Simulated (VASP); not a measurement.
**Lu2SiF2: single point with PBE**

Lu2SiF2:

```
Lu Si F
1.0
     4.02648    0.00000    0.00000
    -2.01324    3.48703    0.00000
     0.00000    0.00000    6.39945
Lu Si F
2 1 2
Cartesian
  2.0132 1.1623 1.5365
  0.0000 2.3247 4.8629
  0.0000 0.0000 0.0000
  2.0132 1.1623 3.8240
  0.0000 2.3247 2.5755
```

The cell was built from a structure type or drawn by symmetry, and may not be a known phase.

| Item | Value |
| --- | --- |
| Program | VASP 6.6.1 |
| Task | single point |
| Functional | PBE |
| Potentials or basis | VASP PAW PBE potentials, release 64 (Lu, Si, F) |
| Cutoff | 520 eV |
| k mesh | 6 × 6 × 4 |
| Occupations | gaussian, width 0.1 eV |
| Spin | no spin polarisation |
| Dipole correction | no |
| Further INCAR settings | ALGO = Normal; EDIFF = 1e-06; NBANDS = 42 |

```yaml
Pressure: 0.5 GPa
Largest_force: 0.011 eV/Å
Band_gap_on_the_k_mesh: 0.25 eV (least direct gap 0.83 eV)
```

Forces in eV/Å, atoms in the order of the input:
```
Lu   0.000  0.000 -0.011
Lu   0.000  0.000  0.011
Si   0.000  0.000  0.000
F    0.000  0.000  0.010
F    0.000  0.000 -0.010
```

Stress tensor (GPa, compression positive):
```
0.44 0.00 0.00
0.00 0.44 0.00
0.00 0.00 0.54
```

Levels at points of the mesh, in eV from the valence-band top:
```
           k point  band 30  band 31  band 32  band 33  band 34  band 35  band 36  band 37  band 38  band 39
(0.00, 0.00, 0.00)    -5.15    -5.08    -2.19    -0.08    -0.08     0.95     1.75     1.75     3.32     3.32
(0.50, 0.00, 0.00)    -5.11    -5.11    -2.98    -1.16    -0.58     0.25     2.78     3.65     3.79     3.82
(0.00, 0.00, 0.50)    -5.16    -5.13    -2.80     0.00     0.00     1.72     1.91     1.91     3.01     3.01
(0.50, 0.00, 0.50)    -5.13    -5.07    -2.58    -1.33    -0.60     0.73     2.79     3.42     3.95     4.10
```

It took 76 s on 1 thread of Intel(R) Xeon(R) Platinum 8488C (Sapphire Rapids), with other jobs on the host, peak memory 0.25 GiB.

Caveat: spin-orbit coupling is left out, which moves the levels of the heavy elements. A k mesh can miss the band edges.
